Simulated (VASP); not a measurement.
# Si3NiMo (P6/mmm) in VASP: single point with PBE

Aim: the single point of Si3NiMo with PBE.

All numbers are computed with VASP 6.6.1; they aren't measurements. Logs are shortened: lines on timing, memory, paths and dates and some standing lists are left out, and cuts for length are marked.

**1. The cell of the first run**

Symmetry: P6/mmm, No. 191, hexagonal system. The conventional cell has a = 3.774 Å, b = 3.774 Å, c = 4.489 Å, α = 90.00°, β = 90.00°, γ = 120.00°. Within 2.5 Å of Si (site symmetry mmm) lie 4 Si at 1.89 Å and 2 Ni at 1.89 Å. Ni (site symmetry 6/mmm) has 6 Si at 1.89 Å and 2 Mo at 2.24 Å within 2.5 Å. Mo (site symmetry 6/mmm) has 2 Ni at 2.24 Å and 12 Si at 2.93 Å within 3.0 Å.

**2. Single point, PBE, collinear spin, ferromagnetic start**

INCAR reads:

```
SYSTEM = Si3NiMo
PREC = Accurate ; ENCUT = 520
EDIFF = 1E-6 ; ISMEAR = 0
SIGMA = 0.1 ; LREAL = .FALSE.
LASPH = .TRUE. ; NELM = 150
ALGO = Normal ; ISIF = 2
LWAVE = .FALSE. ; LCHARG = .FALSE.
ISPIN = 2 ; MAGMOM = 0 0 0 2 0
LORBIT = 11 ; LMAXMIX = 4
GGA = PE ; NBANDS = 30
```

KPOINTS reads:

```
Automatic mesh
0
G
  6 6 4
  0 0 0
```

POSCAR reads:

```
Si3NiMo
1.0
    3.7741278300      0.0000000000      0.0000000000
   -1.8870639200      3.2684905800      0.0000000000
    0.0000000000      0.0000000000      4.4889816300
Si Ni Mo
3 1 1
Direct
    0.5000000000      0.0000000000      0.5000000000
    0.0000000000      0.5000000000      0.5000000000
    0.5000000000      0.5000000000      0.5000000000
    0.0000000000      0.0000000000      0.5000000000
    0.0000000000      0.0000000000      0.0000000000
```

Potentials or basis: VASP PAW PBE potentials, release 64 (Si, Ni, Mo_sv).

Started as:

```sh
cat potpaw_PBE.64/Si/POTCAR potpaw_PBE.64/Ni/POTCAR potpaw_PBE.64/Mo_sv/POTCAR > POTCAR
mpirun -np 1 vasp_std > vasp.out
```

OUTCAR:

```text
SYSTEM = Si3NiMo
   PREC = Accurate
   ENCUT = 520
   EDIFF = 1E-6
   ISMEAR = 0
   LREAL = .FALSE.
   LASPH = .TRUE.
   NELM = 150
   ISIF = 2
   ISPIN = 2
   LORBIT = 11
   GGA = PE

 ion  position               nearest neighbor table
   1  0.500  0.000  0.500-   2 1.89   2 1.89   4 1.89   4 1.89   3 1.89   3 1.89   5 2.93   5 2.93
                             5 2.93   5 2.93
   2  0.000  0.500  0.500-   1 1.89   1 1.89   3 1.89   3 1.89   4 1.89   4 1.89   5 2.93   5 2.93
                             5 2.93   5 2.93
   3  0.500  0.500  0.500-   4 1.89   4 1.89   2 1.89   2 1.89   1 1.89   1 1.89   5 2.93   5 2.93
                             5 2.93   5 2.93
   4  0.000  0.000  0.500-   3 1.89   3 1.89   1 1.89   1 1.89   2 1.89   2 1.89   5 2.24   5 2.24

   5  0.000  0.000  0.000-   4 2.24   4 2.24   3 2.93   3 2.93   3 2.93   3 2.93   1 2.93   1 2.93
                             1 2.93   1 2.93   2 2.93   2 2.93   2 2.93   2 2.93

  LATTYP: Found a hexagonal cell.
 ALAT       =     3.7741278300
 C/A-ratio  =     1.1894090058

  Lattice vectors:

 A1 = (   3.7741278300,   0.0000000000,   0.0000000000)
 A2 = (  -1.8870639200,   3.2684905800,   0.0000000000)
 A3 = (   0.0000000000,   0.0000000000,   4.4889816300)

Analysis of symmetry for initial positions (statically):
=====================================================================
 Subroutine PRICEL returns:
 Original cell was already a primitive cell.

 Routine SETGRP: Setting up the symmetry group for a
 hexagonal supercell.

 Subroutine GETGRP returns: Found 24 space group operations
 (whereof 24 operations were pure point group operations)
 out of a pool of 24 trial point group operations.

The static configuration has the point symmetry D_6h.

Analysis of symmetry for dynamics (positions and initial velocities):
=====================================================================
 Subroutine PRICEL returns:
 Original cell was already a primitive cell.

 Routine SETGRP: Setting up the symmetry group for a
 hexagonal supercell.

 Subroutine GETGRP returns: Found 24 space group operations
 (whereof 24 operations were pure point group operations)
 out of a pool of 24 trial point group operations.

The dynamic configuration has the point symmetry D_6h.

Analysis of structural, dynamic, and magnetic symmetry:
=====================================================================
 Subroutine PRICEL returns:
 Original cell was already a primitive cell.

 Routine SETGRP: Setting up the symmetry group for a
 hexagonal supercell.

 Subroutine GETGRP returns: Found 24 space group operations
 (whereof 24 operations were pure point group operations)
 out of a pool of 24 trial point group operations.

The overall configuration has the point symmetry D_6h.

 Subroutine INISYM returns: Found 24 space group operations
 (whereof 24 operations are pure point group operations),
 and found     1 'primitive' translations

----------------------------------------------------------------------------------------

                                     Primitive cell

  volume of cell :      55.3747

  direct lattice vectors                    reciprocal lattice vectors
     3.774127830  0.000000000  0.000000000     0.264961879  0.152975812  0.000000000
    -1.887063920  3.268490580  0.000000000     0.000000000  0.305951624  0.000000000
     0.000000000  0.000000000  4.488981630     0.000000000  0.000000000  0.222767675

  length of vectors
     3.774127830  3.774127834  4.488981630     0.305951624  0.305951624  0.222767675

  position of ions in fractional coordinates (direct lattice)
     0.500000000  0.000000000  0.500000000
     1.000000000  0.500000000  0.500000000
     0.500000000  0.500000000  0.500000000
     0.000000000  0.000000000  0.500000000
     0.000000000  0.000000000  0.000000000

  ion indices of the primitive-cell ions
   primitive index   ion index
                 1           1
                 2           2
                 3           3
                 4           4
                 5           5

----------------------------------------------------------------------------------------

 KPOINTS: Automatic mesh

Automatic generation of k-mesh.
[... 28 lines left out ...]
  0.333333  0.166667  0.000000     12.000000
[... 13 lines left out ...]
  0.333333  0.166667  0.500000     12.000000
  0.333333  0.333333  0.500000      2.000000
   k-points           NKPTS =     21   k-points in BZ     NKDIM =     21   number of bands    NBANDS=     30
   number of dos      NEDOS =    301   number of ions     NIONS =      5
   total plane-waves  NPLWV =  28224
   dimension x,y,z NGX =    28 NGY =   28 NGZ =   36
   dimension x,y,z NGXF=    56 NGYF=   56 NGZF=   72
   ions per type =               3   1   1
   NGX,Y,Z   is equivalent  to a cutoff of  12.33, 12.33, 13.33 a.u.
   NGXF,Y,Z  is equivalent  to a cutoff of  24.67, 24.67, 26.66 a.u.
 SYSTEM =  Si3NiMo
   PREC   = accura    normal or accurate (medium, high low for compatibility)
   ISTART =      0    job   : 0-new  1-cont  2-samecut
   ICHARG =      2    charge: 1-file 2-atom 10-const
   ISPIN  =      2    spin polarized calculation?
   LNONCOLLINEAR =      F non collinear calculations
   LSORBIT =      F    spin-orbit coupling
   LASPH  =      T    aspherical Exc in radial PAW
   ENCUT  =  520.0 eV  38.22 Ry    6.18 a.u.   7.02  7.02  8.35*2*pi/ulx,y,z
   NELM   =    150;   NELMIN=  2; NELMDL= -5     # of ELM steps
   EDIFF  = 0.1E-05   stopping-criterion for ELM
   LREAL  =      F    real-space projection
   EDIFFG = 0.1E-04   stopping-criterion for IOM
   NSW    =      0    number of steps for IOM
   IBRION =     -1    ionic relax: 0-MD 1-quasi-New 2-CG
   NFREE  =      0    steps in history (QN), initial steepest desc. (CG)
   ISIF   =      2    stress and relaxation
   ISYM   =      2    0-nonsym 1-usesym 2-fastsym
   POTIM  = 0.5000    time-step for ionic-motion
   TEBEG  =    0.0;   TEEND  =   0.0 temperature during run
   PSTRESS=    0.0 pullay stress
   NELECT =      36.0000    total number of electrons
   NUPDOWN=      -1.0000    fix difference up-down
   EMIN   =  10.00;   EMAX   =-10.00  energy-range for DOS
   EFERMI =   0.00;   METHOD = LEGACY
   ISMEAR =     0;   SIGMA  =   0.10  broadening in eV -4-tet -1-fermi 0-gaus
   EFERMI_NEDOS =   21; number of points for ismear=-14 and -15
   IALGO  =     38    algorithm
   IMIX   =      4    mixing-type and parameters
     AMIX     =   0.40;   BMIX     =  1.00
     AMIX_MAG =   1.60;   BMIX_MAG =  1.00
  volume/ion in A,a.u.               =      11.07        74.74
  Fermi-wavevector in a.u.,A,eV,Ry     =   1.418203  2.680015 27.365400  2.011300
  Thomas-Fermi vector in A             =   2.539353
   LORBIT       =     11    0 simple, 1 ext, 2 COOP (PROOUT), +10 PAW based schemes
   GGA     = PE    functional components
   LHFCALC =     F    Hartree Fock is set to
   AEXX    =    0.0000 exact exchange contribution
   IVDW    =     0    specifies the selected vdW correction
   LEPSILON=     F    determine dielectric tensor
   LRPA    =     F    only Hartree local field effects (RPA)
 spin polarized calculation
 Gauss-broadening in eV      SIGMA  =   0.10
  energy-cutoff  :      520.00
  volume of cell :       55.37
 maximum number of plane-waves:      1509
 NGX is ok and might be reduce to    28
   NGX = 13   NGY = 13   NGZ = 17

 number of electron      35.9999987 magnetization      -0.0575380

 number of electron      35.9999986 magnetization       0.0002760

 Free energy of the ion-electron system (eV)
  ---------------------------------------------------
  ext. energy  EPLUGINS =         0.00000000
  ---------------------------------------------------
  free energy    TOTEN  =       -10.54225488 eV

  energy without entropy =      -10.53123029  energy(sigma->0) =      -10.53674259

 E-fermi :  13.9044     XC(G=0): -12.6764

 val. band max:       13.7242913367   @ k =   0.3333  -0.0000   0.0000
 cond. band min:      13.9260819340   @ k =   0.3333  -0.0000   0.0000
 fundamental gap:      0.2017905973
 Fermi energy:        13.9044297299

 spin component 1

 k-point     1 :       0.0000    0.0000    0.0000
  band No.  band energies     occupation
      1     -47.2605      1.00000
      2     -21.6795      1.00000
      3     -21.2437      1.00000
      4     -21.2437      1.00000
      5      -4.0827      1.00000
      6       4.3638      1.00000
[... 682 lines left out ...]
     29      24.4652      0.00000
     30      24.4826      0.00000
 Fermi energy:        13.9044297299

 spin component 2

 k-point     1 :       0.0000    0.0000    0.0000
  band No.  band energies     occupation
      1     -47.2603      1.00000
      2     -21.6793      1.00000
      3     -21.2435      1.00000
      4     -21.2435      1.00000
      5      -4.0828      1.00000
      6       4.3637      1.00000
[... 682 lines left out ...]
     29      24.4652      0.00000
     30      24.4820      0.00000

------------------------ aborting loop because EDIFF is reached ----------------------------------------

  FORCE on cell =-STRESS in cart. coord.  units (eV):
  Direction    XX          YY          ZZ          XY          YZ          ZX
  --------------------------------------------------------------------------------------
  -------------------------------------------------------------------------------------
  Total       89.1468507     89.1468508     16.9409154     -0.0000001      0.0000000      0.0000000
  in kB     2579.3181634   2579.3181667    490.1576482     -0.0000039      0.0000000      0.0000000
  external PRESSURE =    1882.9313261 kB  Pullay stress =       0.0000000 kB

 VOLUME and BASIS-vectors are now :
 -----------------------------------------------------------------------------
  energy-cutoff  :      520.00
  volume of cell :       55.37
      direct lattice vectors                 reciprocal lattice vectors
     3.774127830  0.000000000  0.000000000     0.264961879  0.152975812  0.000000000
    -1.887063920  3.268490580  0.000000000     0.000000000  0.305951624  0.000000000
     0.000000000  0.000000000  4.488981630     0.000000000  0.000000000  0.222767675

 POSITION                                       TOTAL-FORCE (eV/Angst)
 -----------------------------------------------------------------------------------
      1.88706      0.00000      2.24449         0.000000      0.000000      0.000000
     -0.94353      1.63425      2.24449        -0.000000      0.000000      0.000000
      0.94353      1.63425      2.24449        -0.000000      0.000000      0.000000
      0.00000      0.00000      2.24449        -0.000000      0.000000      0.000000
      0.00000      0.00000      0.00000        -0.000000      0.000000      0.000000
 -----------------------------------------------------------------------------------
    total drift:                               -0.000000     -0.000000      0.000000

  FREE ENERGIE OF THE ION-ELECTRON SYSTEM (eV)
  ---------------------------------------------------
  free  energy   TOTEN  =       -10.5422548837 eV

  energy  without entropy=      -10.5312302930  energy(sigma->0) =      -10.53674259

 total charge

# of ion       s       p       d       tot
------------------------------------------
    1        0.858   1.500   0.000   2.358
    2        0.858   1.500   0.000   2.358
    3        0.858   1.500   0.000   2.358
    4        0.962   1.659   9.181  11.802
    5        2.271   6.139   4.014  12.424
--------------------------------------------------
tot          5.807  12.298  13.195  31.300

 magnetization (x)

# of ion       s       p       d       tot
------------------------------------------
    1       -0.000  -0.000   0.000  -0.000
    2       -0.000  -0.000   0.000  -0.000
    3       -0.000  -0.000   0.000  -0.000
    4       -0.000  -0.000   0.000  -0.000
    5        0.000   0.000   0.000   0.000
--------------------------------------------------
tot         -0.000  -0.000   0.000   0.000
```

It took 63 s on 1 thread of AMD EPYC 7R13 (Zen 3), shared host; peak memory 0.19 GiB.

What came out:

```
Free energy                                           : -10.5423 eV
Pressure                                              : 188.3 GPa
Band gap on the k mesh                                : zero (filled and empty bands overlap)
Net moment                                            : 0.00 μB per cell
Valence electrons inside the program's atomic spheres : Si 2.36; Ni 11.80; Mo 12.42
```

Stress tensor (GPa, compression positive):
```
257.93   0.00   0.00
  0.00 257.93   0.00
  0.00   0.00  49.02
```

Caveat: the starting moments collapsed, and a magnetic state may lie lower.
